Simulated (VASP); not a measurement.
# ZnCd2Te3 (P-3m1) in VASP: notebook

ZnCd2Te3 is run at these levels: PBEsol, r2SCAN+rVV10; tasks: single point, relaxation of cell and atoms.

Everything below comes from runs of VASP 6.6.1. Logs are shortened: lines on timing, memory, paths and dates and some standing lists are left out, and cuts for length are marked.

## (1) The cell of the first run

The structure is trigonal, space group P-3m1 (No. 164). The conventional cell has a = 4.188 Å, b = 4.188 Å, c = 10.084 Å, α = 90.00°, β = 90.00°, γ = 120.00°. Zn (site symmetry -3m) has 6 Te at 2.86 Å within 3.8 Å. Cd (site symmetry 3m) has 6 Te at 2.98 to 2.99 Å within 3.9 Å. Within 4.0 Å of Te (site symmetry 3m) lie 3 Zn at 2.86 Å and 3 Cd at 2.99 Å and 3 Te at 3.91 Å. Within 3.9 Å of Te (site symmetry -3m) lie 6 Cd at 2.98 Å.

## (2) Single point, PBEsol

INCAR reads:

```
SYSTEM = ZnCd2Te3
ALGO = Normal ; EDIFF = 1E-7
ENCUT = 520 ; GGA = PS
ISIF = 2 ; ISMEAR = -1
LASPH = .TRUE. ; LCHARG = .FALSE.
LREAL = .FALSE. ; LWAVE = .FALSE.
NBANDS = 36 ; NELM = 100
PREC = Accurate ; SIGMA = 0.03
```

KPOINTS reads:

```
k-points
0
G
  6 6 2
  0 0 0
```

POSCAR reads:

```
ZnCd2Te3
1.0
    4.1876218921      0.0000000000      0.0000000000
   -2.0938109460      3.6265869400      0.0000000000
    0.0000000000      0.0000000000     10.0840868238
Zn Cd Te
1 2 3
Direct
    0.0000000000      0.0000000000      0.0000000000
    0.3333333333      0.6666666667      0.6729074956
    0.6666666667      0.3333333333      0.3270925044
    0.3333333333      0.6666666667      0.1520570064
    0.6666666667      0.3333333333      0.8479429936
    0.0000000000      0.0000000000      0.5000000000
```

Potentials or basis: VASP PAW PBE potentials, release 64 (Zn, Cd, Te).

Run with:

```console
$ cat potpaw_PBE.64/Zn/POTCAR potpaw_PBE.64/Cd/POTCAR potpaw_PBE.64/Te/POTCAR > POTCAR
$ mpirun -np 1 vasp_std > vasp.out
```

OUTCAR:

```text
SYSTEM = ZnCd2Te3
   EDIFF = 1E-7
   ENCUT = 520
   GGA = PS
   ISIF = 2
   ISMEAR = -1
   LASPH = .TRUE.
   LREAL = .FALSE.
   NELM = 100
   PREC = Accurate

 ion  position               nearest neighbor table
   1  0.000  0.000  0.000-   4 2.86   5 2.86   4 2.86   5 2.86   5 2.86   4 2.86
   2  0.333  0.667  0.673-   6 2.98   6 2.98   6 2.98   5 2.99   5 2.99   5 2.99
   3  0.667  0.333  0.327-   6 2.98   6 2.98   6 2.98   4 2.99   4 2.99   4 2.99
   4  0.333  0.667  0.152-   1 2.86   1 2.86   1 2.86   3 2.99   3 2.99   3 2.99
   5  0.667  0.333  0.848-   1 2.86   1 2.86   1 2.86   2 2.99   2 2.99   2 2.99
   6  0.000  0.000  0.500-   2 2.98   3 2.98   2 2.98   3 2.98   3 2.98   2 2.98

  LATTYP: Found a hexagonal cell.
 ALAT       =     4.1876218921
 C/A-ratio  =     2.4080700416

  Lattice vectors:

 A1 = (   4.1876218921,   0.0000000000,   0.0000000000)
 A2 = (  -2.0938109460,   3.6265869400,   0.0000000000)
 A3 = (   0.0000000000,   0.0000000000,  10.0840868238)

Analysis of symmetry for initial positions (statically):
=====================================================================
 Subroutine PRICEL returns:
 Original cell was already a primitive cell.

 Routine SETGRP: Setting up the symmetry group for a
 hexagonal supercell.

 Subroutine GETGRP returns: Found 12 space group operations
 (whereof 12 operations were pure point group operations)
 out of a pool of 24 trial point group operations.

The static configuration has the point symmetry D_3d.

Analysis of symmetry for dynamics (positions and initial velocities):
=====================================================================
 Subroutine PRICEL returns:
 Original cell was already a primitive cell.

 Routine SETGRP: Setting up the symmetry group for a
 hexagonal supercell.

 Subroutine GETGRP returns: Found 12 space group operations
 (whereof 12 operations were pure point group operations)
 out of a pool of 24 trial point group operations.

The dynamic configuration has the point symmetry D_3d.

 Subroutine INISYM returns: Found 12 space group operations
 (whereof 12 operations are pure point group operations),
 and found     1 'primitive' translations

----------------------------------------------------------------------------------------

                                     Primitive cell

  volume of cell :     153.1448

  direct lattice vectors                    reciprocal lattice vectors
     4.187621892  0.000000000  0.000000000     0.238799019  0.137870678  0.000000000
    -2.093810946  3.626586940  0.000000000     0.000000000  0.275741356  0.000000000
     0.000000000  0.000000000 10.084086824     0.000000000  0.000000000  0.099166143

  length of vectors
     4.187621892  4.187621892 10.084086824     0.275741356  0.275741356  0.099166143

  position of ions in fractional coordinates (direct lattice)
     0.000000000  0.000000000  0.000000000
     0.333333333  0.666666667  0.672907496
     0.666666667  0.333333333  0.327092504
     0.333333333  0.666666667  0.152057006
     0.666666667  0.333333333  0.847942994
     0.000000000  0.000000000  0.500000000

  ion indices of the primitive-cell ions
   primitive index   ion index
                 1           1
                 2           2
                 3           3
                 4           4
                 5           5
                 6           6

----------------------------------------------------------------------------------------

 KPOINTS: k-points

Automatic generation of k-mesh.
 Grid dimensions read from file:
 generate k-points for:    6    6    2

 Generating k-lattice:

  Cartesian coordinates                     Fractional coordinates (reciprocal lattice)
     0.039799837  0.022978446  0.000000000     0.166666667  0.000000000  0.000000000
     0.000000000  0.045956893  0.000000000     0.000000000  0.166666667  0.000000000
     0.000000000  0.000000000  0.049583072     0.000000000  0.000000000  0.500000000

  Length of vectors
     0.045956893  0.045956893  0.049583072

  Shift w.r.t. Gamma in fractional coordinates (k-lattice)
     0.000000000  0.000000000  0.000000000

 Subroutine IBZKPT returns following result:
 ===========================================

 Found     14 irreducible k-points:

 Following reciprocal coordinates:
            Coordinates               Weight
  0.000000  0.000000  0.000000      1.000000
  0.166667 -0.000000  0.000000      6.000000
  0.333333 -0.000000  0.000000      6.000000
  0.500000 -0.000000  0.000000      3.000000
  0.166667  0.166667  0.000000      6.000000
  0.333333  0.166667  0.000000     12.000000
  0.333333  0.333333  0.000000      2.000000
  0.000000  0.000000  0.500000      1.000000
  0.166667 -0.000000  0.500000      6.000000
  0.333333 -0.000000  0.500000      6.000000
  0.500000 -0.000000  0.500000      3.000000
  0.166667  0.166667  0.500000      6.000000
  0.333333  0.166667  0.500000     12.000000
  0.333333  0.333333  0.500000      2.000000
   k-points           NKPTS =     14   k-points in BZ     NKDIM =     14   number of bands    NBANDS=     36
   number of dos      NEDOS =    301   number of ions     NIONS =      6
   total plane-waves  NPLWV =  81920
   dimension x,y,z NGX =    32 NGY =   32 NGZ =   80
   dimension x,y,z NGXF=    64 NGYF=   64 NGZF=  160
   ions per type =               1   2   3
   NGX,Y,Z   is equivalent  to a cutoff of  12.70, 12.70, 13.19 a.u.
   NGXF,Y,Z  is equivalent  to a cutoff of  25.41, 25.41, 26.38 a.u.
 SYSTEM =  ZnCd2Te3
   PREC   = accura    normal or accurate (medium, high low for compatibility)
   ISTART =      0    job   : 0-new  1-cont  2-samecut
   ICHARG =      2    charge: 1-file 2-atom 10-const
   ISPIN  =      1    spin polarized calculation?
   LNONCOLLINEAR =      F non collinear calculations
   LSORBIT =      F    spin-orbit coupling
   LASPH  =      T    aspherical Exc in radial PAW
   ENCUT  =  520.0 eV  38.22 Ry    6.18 a.u.   7.79  7.79 18.75*2*pi/ulx,y,z
   NELM   =    100;   NELMIN=  2; NELMDL= -5     # of ELM steps
   EDIFF  = 0.1E-06   stopping-criterion for ELM
   LREAL  =      F    real-space projection
   EDIFFG = 0.1E-05   stopping-criterion for IOM
   NSW    =      0    number of steps for IOM
   IBRION =     -1    ionic relax: 0-MD 1-quasi-New 2-CG
   NFREE  =      0    steps in history (QN), initial steepest desc. (CG)
   ISIF   =      2    stress and relaxation
   ISYM   =      2    0-nonsym 1-usesym 2-fastsym
   POTIM  = 0.5000    time-step for ionic-motion
   TEBEG  =    0.0;   TEEND  =   0.0 temperature during run
   PSTRESS=    0.0 pullay stress
   NELECT =      54.0000    total number of electrons
   NUPDOWN=      -1.0000    fix difference up-down
   EMIN   =  10.00;   EMAX   =-10.00  energy-range for DOS
   EFERMI =   0.00;   METHOD = LEGACY
   ISMEAR =    -1;   SIGMA  =   0.03  broadening in eV -4-tet -1-fermi 0-gaus
   EFERMI_NEDOS =   21; number of points for ismear=-14 and -15
   IALGO  =     38    algorithm
   IMIX   =      4    mixing-type and parameters
     AMIX     =   0.40;   BMIX     =  1.00
     AMIX_MAG =   1.60;   BMIX_MAG =  1.00
  volume/ion in A,a.u.               =      25.52       172.25
  Fermi-wavevector in a.u.,A,eV,Ry     =   1.156570  2.185601 18.199900  1.337655
  Thomas-Fermi vector in A             =   2.293189
   LORBIT       =      0    0 simple, 1 ext, 2 COOP (PROOUT), +10 PAW based schemes
   GGA     = PS    functional components
   LHFCALC =     F    Hartree Fock is set to
   AEXX    =    0.0000 exact exchange contribution
   IVDW    =     0    specifies the selected vdW correction
   LEPSILON=     F    determine dielectric tensor
   LRPA    =     F    only Hartree local field effects (RPA)
 non-spin polarized calculation
  energy-cutoff  :      520.00
  volume of cell :      153.14
 maximum number of plane-waves:      4154
 NGX is ok and might be reduce to    32
   NGX = 15   NGY = 15   NGZ = 37

 number of electron      53.9999991 magnetization

 Free energy of the ion-electron system (eV)
  ---------------------------------------------------
  ext. energy  EPLUGINS =         0.00000000
  ---------------------------------------------------
  free energy    TOTEN  =       -15.84313951 eV

  energy without entropy =      -15.83385067  energy(sigma->0) =      -15.83849509

 E-fermi :   4.7202     XC(G=0): -10.2293

 val. band max:        4.6988260414   @ k =   0.3333  -0.0000   0.5000
 cond. band min:       4.7871984357   @ k =   0.5000  -0.0000   0.5000
 fundamental gap:      0.0883723943
 Fermi energy:         4.7201880801

 k-point     1 :       0.0000    0.0000    0.0000
  band No.  band energies     occupation
      1      -7.5723      2.00000
      2      -6.7025      2.00000
      3      -6.4744      2.00000
      4      -3.9256      2.00000
      5      -3.9256      2.00000
      6      -3.8373      2.00000
[... 28 lines left out ...]
     35       9.3647      0.00000
     36       9.9001      0.00000

 k-point     2 :       0.1667   -0.0000    0.0000
  band No.  band energies     occupation
      1      -7.3451      2.00000
      2      -6.6117      2.00000
      3      -6.3680      2.00000
      4      -3.9097      2.00000
      5      -3.8646      2.00000
      6      -3.8433      2.00000
[... 28 lines left out ...]
     35      10.5973      0.00000
     36      10.6322      0.00000

 k-point     3 :       0.3333   -0.0000    0.0000
  band No.  band energies     occupation
      1      -6.7694      2.00000
      2      -6.4491      2.00000
      3      -6.1569      2.00000
      4      -3.9082      2.00000
      5      -3.8574      2.00000
      6      -3.8013      2.00000
[... 28 lines left out ...]
     35      10.3752      0.00000
     36      10.8488      0.00000
[... 352 lines left out ...]
 k-point    13 :       0.3333    0.1667    0.5000
  band No.  band energies     occupation
      1      -6.4175      2.00000
      2      -6.2988      2.00000
      3      -6.1272      2.00000
      4      -3.8701      2.00000
      5      -3.8390      2.00000
      6      -3.7897      2.00000
[... 28 lines left out ...]
     35      10.5223      0.00000
     36      10.6603      0.00000

 k-point    14 :       0.3333    0.3333    0.5000
  band No.  band energies     occupation
      1      -6.2657      2.00000
      2      -6.1508      2.00000
      3      -6.1508      2.00000
      4      -3.9071      2.00000
      5      -3.7686      2.00000
      6      -3.7686      2.00000
[... 28 lines left out ...]
     35      11.5223      0.00000
     36      11.5286      0.00000

------------------------ aborting loop because EDIFF is reached ----------------------------------------

  FORCE on cell =-STRESS in cart. coord.  units (eV):
  Direction    XX          YY          ZZ          XY          YZ          ZX
  --------------------------------------------------------------------------------------
  -------------------------------------------------------------------------------------
  Total        0.1965441      0.1965441      0.2044820      0.0000000     -0.0000000     -0.0000000
  in kB        2.0562143      2.0562143      2.1392598      0.0000000     -0.0000000     -0.0000000
  external PRESSURE =       2.0838961 kB  Pullay stress =       0.0000000 kB

 VOLUME and BASIS-vectors are now :
 -----------------------------------------------------------------------------
  energy-cutoff  :      520.00
  volume of cell :      153.14
      direct lattice vectors                 reciprocal lattice vectors
     4.187621892  0.000000000  0.000000000     0.238799019  0.137870678  0.000000000
    -2.093810946  3.626586940  0.000000000     0.000000000  0.275741356  0.000000000
     0.000000000  0.000000000 10.084086824     0.000000000  0.000000000  0.099166143

 POSITION                                       TOTAL-FORCE (eV/Angst)
 -----------------------------------------------------------------------------------
      0.00000      0.00000      0.00000        -0.000000      0.000000      0.000000
     -0.00000      2.41772      6.78566        -0.000000      0.000000     -0.000923
      2.09381      1.20886      3.29843         0.000000     -0.000000      0.000923
     -0.00000      2.41772      1.53336         0.000000      0.000000     -0.013060
      2.09381      1.20886      8.55073        -0.000000     -0.000000      0.013060
      0.00000      0.00000      5.04204        -0.000000      0.000000      0.000000
 -----------------------------------------------------------------------------------
    total drift:                               -0.000000      0.000000     -0.000000

  FREE ENERGIE OF THE ION-ELECTRON SYSTEM (eV)
  ---------------------------------------------------
  free  energy   TOTEN  =       -15.8431395057 eV

  energy  without entropy=      -15.8338506737  energy(sigma->0) =      -15.83849509
```

It took 99 s on 1 thread of Intel Xeon 8259CL, shared host; peak memory 0.28 GiB.

Results:

- Free energy: -15.8431 eV
- Pressure: 0.2 GPa
- Largest force: 0.013 eV/Å
- Band gap on the k mesh: zero (bands 27 and 28 overlap by 0.96 eV)

Forces on the atoms (eV/Å):
```
Zn   0.000  0.000  0.000
Cd   0.000  0.000 -0.001
Cd   0.000  0.000  0.001
Te   0.000  0.000 -0.013
Te   0.000  0.000  0.013
Te   0.000  0.000  0.000
```

Caveat: the PAW data sets were made with another functional, which shifts forces and pressure a little; spin-orbit coupling is left out, which moves the levels of the heavy elements.

## (3) Single point, r2SCAN+rVV10

This run uses another cell than the first one, of 26.09 Å³/atom.

POSCAR reads:

```
ZnCd2Te3
1.0
    4.2084484864      0.0000000000      0.0000000000
   -2.1042242432      3.6446232998      0.0000000000
    0.0000000000      0.0000000000     10.2049863401
Zn Cd Te
1 2 3
Direct
    0.0000000000      0.0000000000      0.0000000000
    0.3333333333      0.6666666667      0.6721800362
    0.6666666667      0.3333333333      0.3278199638
    0.3333333333      0.6666666667      0.1526244861
    0.6666666667      0.3333333333      0.8473755139
    0.0000000000      0.0000000000      0.5000000000
```

INCAR.step1 reads:

```
SYSTEM = ZnCd2Te3
ALGO = Normal
EDIFF = 1E-4
ENCUT = 520
GGA = PE
ISMEAR = -1
LASPH = .TRUE.
LCHARG = .FALSE.
LREAL = .FALSE.
LWAVE = .TRUE.
NBANDS = 36
NELM = 100
PREC = Accurate
SIGMA = 0.03
```

INCAR.step2 reads:

```
SYSTEM = ZnCd2Te3
ALGO = Normal
BPARAM = 11.95
CPARAM = 0.0093
EDIFF = 1E-6
ENCUT = 520
ISIF = 2
ISMEAR = -1
ISTART = 1
IVDW_NL = 2
LASPH = .TRUE.
LCHARG = .FALSE.
LMIXTAU = .TRUE.
LREAL = .FALSE.
LUSE_VDW = .TRUE.
LWAVE = .FALSE.
METAGGA = R2SCAN
NBANDS = 36
NELM = 100
PREC = Accurate
SIGMA = 0.03
```

KPOINTS is that of step 2.

Potentials or basis: VASP PAW PBE potentials, release 64 (Zn, Cd, Te).

Run with:

```console
$ cat potpaw_PBE.64/Zn/POTCAR potpaw_PBE.64/Cd/POTCAR potpaw_PBE.64/Te/POTCAR > POTCAR
$ cp INCAR.step1 INCAR
$ mpirun -np 1 vasp_std > vasp.out
$ cp INCAR.step2 INCAR
$ mpirun -np 1 vasp_std > vasp.out
```

It took 9.1 min on 1 thread of Intel Xeon 8259CL, shared host; peak memory 0.61 GiB.

The run converged. Its results:

| Property | Result |
| --- | --- |
| Free energy | -125.6968 eV |
| Pressure | 0.4 GPa |
| Largest force | 0.013 eV/Å |
| Band gap on the k mesh | zero (bands 27 and 28 overlap by 0.90 eV) |

Forces in eV/Å, atoms in the order of the input:
```
Zn   0.000  0.000  0.000
Cd   0.000  0.000  0.005
Cd   0.000  0.000 -0.005
Te   0.000  0.000 -0.013
Te   0.000  0.000  0.013
Te   0.000  0.000  0.000
```

Levels at points of the mesh, in eV from the Fermi level:
| k point | band 23 | band 24 | band 25 | band 26 | band 27 | band 28 | band 29 | band 30 | band 31 | band 32 |
| --- | --- | --- | --- | --- | --- | --- | --- | --- | --- | --- |
| (0.00, 0.00, 0.00) | -0.42 | -0.38 | -0.38 | -0.22 | -0.22 | 1.11 | 3.22 | 3.31 | 4.54 | 4.54 |
| (0.50, 0.00, 0.00) | -2.32 | -1.60 | -1.45 | -1.24 | -1.01 | -0.81 | 2.10 | 2.35 | 4.32 | 4.89 |
| (0.00, 0.00, 0.50) | -0.52 | -0.46 | -0.46 | -0.15 | -0.15 | 2.52 | 2.93 | 3.13 | 4.08 | 4.08 |
| (0.50, 0.00, 0.50) | -3.04 | -2.17 | -1.87 | -0.13 | -0.10 | 0.20 | 0.45 | 3.22 | 4.19 | 4.24 |

Caveat: the PAW data sets were made with another functional, which shifts forces and pressure a little; spin-orbit coupling is left out, which moves the levels of the heavy elements.

(Part 1 of 2 ends here.)

The gap in the log of VASP goes by the Fermi energy; the results here count the filled bands.